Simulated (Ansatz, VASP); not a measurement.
# Si: VASP beside Ansatz

```
CELL_PARAMETERS angstrom
0.00000 5.43000 5.43000
5.43000 0.00000 5.43000
5.43000 5.43000 0.00000
ATOMIC_POSITIONS crystal
Si 0.01837 0.95938 0.00430
Si 0.13407 0.12491 0.11699
Si 0.00438 0.00350 0.48929
Si 0.13179 0.10684 0.62981
Si 0.01774 0.51897 0.00438
Si 0.10085 0.60128 0.19714
Si 0.97379 0.47397 0.57850
Si 0.13148 0.63215 0.62975
Si 0.50909 0.00987 0.97221
Si 0.62428 0.12494 0.11696
Si 0.50303 0.00354 0.48923
Si 0.63326 0.13371 0.59991
Si 0.45902 0.51913 0.00437
Si 0.62416 0.63481 0.11708
Si 0.50288 0.50492 0.48947
Si 0.60666 0.63223 0.62977
Si 0.83692 0.33725 0.98903
```

Alike in both runs: functional PBEsol; k mesh 2 × 2 × 2; occupations gaussian, width 0.05 eV; no spin polarisation.

Ansatz relaxed the structure, and its values are those at the end. VASP's run is a single point on that final structure, the one shown.

```csv
,VASP,Ansatz
version,VASP 6.6.1,Ansatz 0.2.0
potentials or method,"VASP PAW PBE potentials, release 64 (Si), cutoff 520 eV","scalar-relativistic, plane waves, PAW"
valence electrons in the cell,68,68
```

|  | VASP | Ansatz | Ansatz less VASP |
| --- | --- | --- | --- |
| rms of the force components (eV/Å) | 0.011 | 0.010 | -0.0006 |

VASP's potentials were made for PBE, not for PBEsol, and Ansatz warns of the same on its side.

The k mesh is coarse, so the values compare programs but aren't converged.
